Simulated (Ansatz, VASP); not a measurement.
**W in VASP and in Ansatz**

Contents of POSCAR:

```
W
1.0
    0.0000000000      2.0300000000      2.0300000000
    2.0300000000      0.0000000000      2.0300000000
    2.0300000000      2.0300000000      0.0000000000
W
1
Direct
    0.0000000000      0.0000000000      0.0000000000
```

File INCAR.step1:

```
PREC     = Accurate       # precision mode
ENCUT    = 520            # plane-wave cutoff, eV
ISMEAR   = 0              # smearing method
SIGMA    = 0.1            # smearing width, eV
LREAL    = False          # projectors in reciprocal space
LASPH    = True           # aspherical terms in the spheres
NELM     = 100            # most SCF steps
NBANDS   = 13             # bands
GGA      = PE             # functional
ALGO     = Normal         # electronic algorithm
EDIFF    = 1E-4           # SCF threshold, eV
LWAVE    = True           # write WAVECAR
LCHARG   = False          # write CHGCAR
```

Contents of INCAR.step2:

```
PREC     = Accurate       # precision mode
ENCUT    = 520            # plane-wave cutoff, eV
EDIFF    = 1E-6           # SCF threshold, eV
ISMEAR   = 0              # smearing method
SIGMA    = 0.1            # smearing width, eV
LREAL    = False          # projectors in reciprocal space
LASPH    = True           # aspherical terms in the spheres
NELM     = 100            # most SCF steps
ALGO     = Normal         # electronic algorithm
ISIF     = 2              # what is computed and relaxed
LWAVE    = False          # write WAVECAR
LCHARG   = False          # write CHGCAR
METAGGA  = R2SCAN         # meta-GGA
LMIXTAU  = True         
NBANDS   = 13             # bands
ISTART   = 1
```

File KPOINTS:

```
Automatic mesh
0
Gamma
  12 12 12
```

Input for Ansatz:

```yaml
crystal:
  lattice:
    - [0.0, 2.03, 2.03]
    - [2.03, 0.0, 2.03]
    - [2.03, 2.03, 0.0]
  atoms:
    - { symbol: W, position: [0.0, 0.0, 0.0] }
basis:
  ecutwfc: 550.0
kpoints:
  mp_grid:
    grid: [12, 12, 12]
hamiltonian:
  xc: r2scan
scf:
  occupations:
    method: gaussian
    width: 0.1
output:
  stress: true
```

Alike in both runs: task single point; functional r2SCAN; k mesh 12 × 12 × 12; occupations gaussian, width 0.1 eV; no spin polarisation.

```csv
,VASP,Ansatz
version,VASP 6.6.1,Ansatz 0.2.0
potentials or method,"VASP PAW PBE potentials, release 64 (W_sv), cutoff 520 eV","plane waves, PAW"
valence electrons in the cell,14,14
```

Ansatz gave:

| Item | Value |
| --- | --- |
| pressure (GPa) | -9.4 |

Task: Which values does VASP return?

Result: Pressure (GPa): -8.4.

VASP's potentials were made for PBE, not for r2SCAN. With one functional, cell and mesh, what is left measures potentials, basis and numerics.

Neither program's run includes spin-orbit coupling.
